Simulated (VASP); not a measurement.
# NaI (I4/mmm) in VASP: notebook, part 2 of 2

VASP 6.6.1. The steps go on from the part before.

### 4 Single point, PBE (strain +0.030 along x and y, -0.030 along z)

Contents of INCAR:

```
ALGO = Normal
EDIFF = 1E-7
ENCUT = 520
GGA = PE
ISIF = 2
ISMEAR = 0
LASPH = T
LCHARG = F
LREAL = F
LWAVE = F
NBANDS = 14
NELM = 60
PREC = Accurate
SIGMA = 0.05
```

Contents of KPOINTS:

```
k-points
0
Gamma
  6 6 6
```

Contents of POSCAR:

```
NaI
1.0
    0.0000000000      3.3334920000      3.1393080000
    3.3334920000      0.0000000000      3.1393080000
    3.3334920000      3.3334920000      0.0000000000
Na I
1 1
Direct
    0.0000000000      0.0000000000      0.0000000000
    0.5000000000      0.5000000000      0.5000000000
```

Potentials or basis: VASP PAW PBE potentials, release 64 (Na_pv, I).

Started as:

```console
$ cat potpaw_PBE.64/Na_pv/POTCAR potpaw_PBE.64/I/POTCAR > POTCAR
$ mpirun -np 1 vasp_std > vasp.out
```

OUTCAR:

```text
EDIFF = 1E-7
   ENCUT = 520
   GGA = PE
   ISIF = 2
   ISMEAR = 0
   LASPH = T
   LREAL = F
   NELM = 60
   PREC = Accurate

 ion  position               nearest neighbor table
   1  0.000  0.000  0.000-   2 3.14   2 3.14
   2  0.500  0.500  0.500-   1 3.14   1 3.14

  LATTYP: Found a body centered tetragonal cell.
 ALAT       =     4.7142695965
 C/A-ratio  =     1.3318321898

  Lattice vectors:

 A1 = (   0.0000000000,  -3.3334920000,  -3.1393080000)
 A2 = (   0.0000000000,   3.3334920000,  -3.1393080000)
 A3 = (   3.3334920000,   0.0000000000,   3.1393080000)

Analysis of symmetry for initial positions (statically):
=====================================================================
 Subroutine PRICEL returns:
 Original cell was already a primitive cell.

 Routine SETGRP: Setting up the symmetry group for a
 body centered tetragonal supercell.

 Subroutine GETGRP returns: Found 16 space group operations
 (whereof 16 operations were pure point group operations)
 out of a pool of 16 trial point group operations.

The static configuration has the point symmetry D_4h.

[... 165 lines left out ...]
 fundamental gap:      3.5480429455
 Fermi energy:         0.8795460907

 k-point     1 :       0.0000    0.0000    0.0000
  band No.  band energies     occupation
      1     -21.8601      2.00000
      2     -21.8601      2.00000
      3     -21.8548      2.00000
      4     -10.3403      2.00000
      5       0.5485      2.00000
      6       0.6360      2.00000
      7       0.6360      2.00000
      8       4.1841      0.00000
      9       8.4273      0.00000
     10       8.4273      0.00000
     11       8.8091      0.00000
     12       9.9900      0.00000
     13      10.5967      0.00000
     14      11.0455      0.00000
[... 377 lines left out ...]
      1     -21.8631      2.00000
      2     -21.8613      2.00000
      3     -21.8565      2.00000
      4     -10.0123      2.00000
      5      -1.0694      2.00000
      6      -0.3203      2.00000
      7       0.0674      2.00000
      8       5.6547      0.00000
      9       6.8611      0.00000
     10       8.9678      0.00000
     11      10.0915      0.00000
     12      11.3191      0.00000
     13      12.8453      0.00000
     14      13.6327      0.00000

 [... further k-points ...]
[... 5 lines left out ...]
  --------------------------------------------------------------------------------------
  -------------------------------------------------------------------------------------
  Total       -0.1625078     -0.1625078      0.4716735      0.0000000      0.0000000     -0.0000000
  in kB       -3.7318316     -3.7318316     10.8315171      0.0000000      0.0000000     -0.0000000
  external PRESSURE =       1.1226180 kB  Pullay stress =       0.0000000 kB

 VOLUME and BASIS-vectors are now :
 -----------------------------------------------------------------------------
  energy-cutoff  :      520.00
  volume of cell :       69.77
      direct lattice vectors                 reciprocal lattice vectors
     0.000000000  3.333492000  3.139308000    -0.149992860  0.149992860  0.159270769
     3.333492000  0.000000000  3.139308000     0.149992860 -0.149992860  0.159270769
     3.333492000  3.333492000  0.000000000     0.149992860  0.149992860 -0.159270769

 POSITION                                       TOTAL-FORCE (eV/Angst)
 -----------------------------------------------------------------------------------
      0.00000      0.00000      0.00000        -0.000000      0.000000      0.000000
      3.33349      3.33349      3.13931         0.000000     -0.000000     -0.000000
 -----------------------------------------------------------------------------------
    total drift:                                0.000000      0.000000      0.000000

  FREE ENERGIE OF THE ION-ELECTRON SYSTEM (eV)
  ---------------------------------------------------
  free  energy   TOTEN  =        -5.3753109665 eV

  energy  without entropy=       -5.3753109665  energy(sigma->0) =       -5.37531097
```

Wall time 32 s (1 thread of Intel Xeon 8259CL, shared host); peak memory 0.21 GiB.

What came out:

```
Free energy            : -5.3753 eV
Pressure               : 0.1 GPa
Band gap on the k mesh : 3.55 eV
```

Caveat: the cell differs from its parent crystal (strain +0.030 along x and y, -0.030 along z); spin-orbit coupling is left out, which moves the levels of the heavy elements.

### 5 Single point, PBE (strain +0.030 along x and y, -0.015 along z)

Contents of INCAR:

```
PREC = Accurate ; ENCUT = 520
EDIFF = 1E-6 ; ISMEAR = 0
SIGMA = 0.05 ; LREAL = F
LASPH = T ; NELM = 100
ALGO = Normal ; ISIF = 2
LWAVE = F ; LCHARG = T
GGA = PE ; LELF = T
LVHAR = T ; NBANDS = 14
```

Contents of KPOINTS:

```
regular mesh
0
Gamma
  6 6 6
```

Contents of POSCAR:

```
NaI
1.0
    0.0000000000      3.3334920000      3.1878540000
    3.3334920000      0.0000000000      3.1878540000
    3.3334920000      3.3334920000      0.0000000000
Na I
1 1
Direct
    0.0000000000      0.0000000000      0.0000000000
    0.5000000000      0.5000000000      0.5000000000
```

Potentials or basis: VASP PAW PBE potentials, release 64 (Na_pv, I).

Started as:

```console
$ cat potpaw_PBE.64/Na_pv/POTCAR potpaw_PBE.64/I/POTCAR > POTCAR
$ mpirun -np 1 vasp_std > vasp.out
```

OUTCAR:

```text
PREC = Accurate
   ENCUT = 520
   EDIFF = 1E-6
   ISMEAR = 0
   LREAL = F
   LASPH = T
   NELM = 100
   ISIF = 2
   GGA = PE

 ion  position               nearest neighbor table
   1  0.000  0.000  0.000-
   2  0.500  0.500  0.500-

  LATTYP: Found a body centered tetragonal cell.
 ALAT       =     4.7142695965
 C/A-ratio  =     1.3524275329

  Lattice vectors:

 A1 = (   0.0000000000,  -3.3334920000,  -3.1878540000)
 A2 = (   0.0000000000,   3.3334920000,  -3.1878540000)
 A3 = (   3.3334920000,   0.0000000000,   3.1878540000)

Analysis of symmetry for initial positions (statically):
=====================================================================
 Subroutine PRICEL returns:
 Original cell was already a primitive cell.

 Routine SETGRP: Setting up the symmetry group for a
 body centered tetragonal supercell.

 Subroutine GETGRP returns: Found 16 space group operations
 (whereof 16 operations were pure point group operations)
 out of a pool of 16 trial point group operations.

The static configuration has the point symmetry D_4h.

Analysis of symmetry for dynamics (positions and initial velocities):
[... 169 lines left out ...]
      1     -21.9845      2.00000
      2     -21.9845      2.00000
      3     -21.9800      2.00000
      4     -10.4028      2.00000
      5       0.4651      2.00000
      6       0.5285      2.00000
      7       0.5285      2.00000
      8       4.0416      0.00000
      9       8.3502      0.00000
     10       8.3502      0.00000
     11       8.6324      0.00000
     12       9.9474      0.00000
     13      10.3996      0.00000
     14      10.9213      0.00000
[... 377 lines left out ...]
      1     -21.9873      2.00000
      2     -21.9856      2.00000
      3     -21.9815      2.00000
      4     -10.0871      2.00000
      5      -1.1268      2.00000
      6      -0.3881      2.00000
      7      -0.0369      2.00000
      8       5.5211      0.00000
      9       6.7475      0.00000
     10       8.8336      0.00000
     11       9.9415      0.00000
     12      11.0985      0.00000
     13      12.7515      0.00000
     14      13.4619      0.00000

 [... further k-points ...]
[... 5 lines left out ...]
  --------------------------------------------------------------------------------------
  -------------------------------------------------------------------------------------
  Total       -0.2189951     -0.2189951      0.2016893      0.0000000      0.0000000      0.0000000
  in kB       -4.9524219     -4.9524219      4.5610643      0.0000000      0.0000000      0.0000000
  external PRESSURE =      -1.7812598 kB  Pullay stress =       0.0000000 kB

 VOLUME and BASIS-vectors are now :
 -----------------------------------------------------------------------------
  energy-cutoff  :      520.00
  volume of cell :       70.85
      direct lattice vectors                 reciprocal lattice vectors
     0.000000000  3.333492000  3.187854000    -0.149992860  0.149992860  0.156845326
     3.333492000  0.000000000  3.187854000     0.149992860 -0.149992860  0.156845326
     3.333492000  3.333492000  0.000000000     0.149992860  0.149992860 -0.156845326

 POSITION                                       TOTAL-FORCE (eV/Angst)
 -----------------------------------------------------------------------------------
      0.00000      0.00000      0.00000        -0.000000      0.000000      0.000000
      3.33349      3.33349      3.18785         0.000000     -0.000000      0.000000
 -----------------------------------------------------------------------------------
    total drift:                                0.000000      0.000000      0.000000

  FREE ENERGIE OF THE ION-ELECTRON SYSTEM (eV)
  ---------------------------------------------------
  free  energy   TOTEN  =        -5.3804907110 eV

  energy  without entropy=       -5.3804907110  energy(sigma->0) =       -5.38049071
```

stdout:

```text
POSCAR found type information on POSCAR NaI
 POSCAR found :  2 types and       2 ions
 scaLAPACK will be used
 LDA part: xc-table for (Slater+PW92), standard interpolation
 POSCAR, INCAR and KPOINTS ok, starting setup
 FFT: planning ... GRIDC
 FFT: planning ... GRID_SOFT
 FFT: planning ... GRID
 WAVECAR not read
 entering main loop
```

Wall time 31 s (1 thread of Intel Xeon 8259CL, shared host); peak memory 0.21 GiB.

Results:

```
Free energy            : -5.3805 eV
Pressure               : -0.2 GPa
Band gap on the k mesh : 3.51 eV
```

Stress tensor (GPa, compression positive):
```
-0.50  0.00  0.00
 0.00 -0.50  0.00
 0.00  0.00  0.46
```

Caveat: the cell differs from its parent crystal (strain +0.030 along x and y, -0.015 along z); spin-orbit coupling is left out, which moves the levels of the heavy elements.

### 6 Summary

| cell | gap on the mesh (eV) | pressure (GPa) |
| --- | --- | --- |
| a = 4.509, b = 4.509, c = 4.577 Å, angles 59.5, 59.5, 61.0°, 2 atoms | 3.71 | 1.0 |
| a = 4.544, b = 4.544, c = 4.646 Å, angles 59.3, 59.3, 61.5°, 2 atoms | 3.63 | 0.5 |
| a = 4.579, b = 4.579, c = 4.714 Å, angles 59.0, 59.0, 62.0°, 2 atoms | 3.55 | 0.1 |
| a = 4.612, b = 4.612, c = 4.714 Å, angles 59.3, 59.3, 61.5°, 2 atoms | 3.51 | -0.2 |

Alike in all rows: task single point; level PBE; potentials or basis VASP PAW PBE potentials, release 64 (Na_pv, I); no spin polarisation; k mesh 6 × 6 × 6; cutoff (eV) 520; smearing gaussian 0.05 eV.

Caveats: spin-orbit coupling is left out, which moves the levels of the heavy elements.

Total energies depend on the potentials used, so only differences within one code and one set of settings carry meaning.
